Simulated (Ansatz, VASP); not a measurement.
# Two plane-wave programs on WSe2

```
W Se
1.0
     3.22120    0.00000    0.00000
    -1.61060    2.78964    0.00000
     0.00000    0.00000   16.16138
W Se
1 2
Direct
  0.00000 0.00000 0.00000
  0.33333 0.66667 0.10040
  0.33333 0.66667 0.89960
```

Change from the starting cell: strain -0.015 along x and y, -0.030 along z, atoms carried along.

Alike in both runs: task single point; functional PBEsol; k mesh 12 × 12 × 2; occupations gaussian, width 0.05 eV; no spin polarisation.

|  | VASP | Ansatz |
| --- | --- | --- |
| version | VASP 6.6.1 | Ansatz 0.2.0 |
| potentials or method | VASP PAW PBE potentials, release 64 (W_sv, Se), cutoff 520 eV | scalar-relativistic, plane waves, PAW |
| valence electrons in the cell | 26 | 46 |

```tsv
	VASP	Ansatz	Ansatz less VASP
gap on the k mesh at the Fermi level (eV)	1.74	1.74	+0.005
least direct gap on the mesh (eV)	1.74	1.74	+0.005
rms of the force components (eV/Å)	0.681	0.644	-0.0374
```

VASP's potentials were made for PBE, not for PBEsol. Atom by atom the forces differ by 0.037 eV/Å (rms over components). VASP's potentials hold 26 valence electrons a cell and Ansatz's 46, so a difference there can come from the potentials and not from the codes. Ansatz's warnings: xc potential rough in thin density.

Neither program's run includes spin-orbit coupling.
